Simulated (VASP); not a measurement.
A run of VASP 6.6.1 is set up as follows.

The input INCAR:

```
PREC     = Accurate       # precision mode
ENCUT    = 520            # plane-wave cutoff, eV
EDIFF    = 1E-7           # SCF threshold, eV
ISMEAR   = -1             # smearing method
SIGMA    = 0.05           # smearing width, eV
LREAL    = F              # projectors in reciprocal space
LASPH    = T              # aspherical terms in the spheres
NELM     = 150            # most SCF steps
ALGO     = Normal         # electronic algorithm
ISIF     = 2              # what is computed and relaxed
LWAVE    = F              # write WAVECAR
LCHARG   = F              # write CHGCAR
ISPIN    = 2              # spin polarisation
MAGMOM   = 8.8            # initial moments
LORBIT   = 11             # projections on sites
NUPDOWN  = 8.8            # fixed moment
LMAXMIX  = 6              # l up to which the mixer works
GGA      = PE             # functional
NBANDS   = 18             # bands
```

The input KPOINTS:

```
Automatic mesh
0
Gamma
  7 7 7
```

Contents of POSCAR:

```
Eu
1.0
    0.0000000000      2.7893026914      2.7893026914
    2.7893026914      0.0000000000      2.7893026914
    2.7893026914      2.7893026914      0.0000000000
Eu
1
Direct
    0.0000000000      0.0000000000      0.0000000000
```

Potentials or basis: VASP PAW PBE potentials, release 64 (Eu).

The run is started by

```console
$ cat potpaw_PBE.64/Eu/POTCAR > POTCAR
$ mpirun -np 1 vasp_std > vasp.out
```

Problem. Estimate the pressure.

Solution. -0.9 GPa.

Caveat: the total moment is fixed, so each spin has its own Fermi level. The state reached can hang on the start; a lower one may exist.
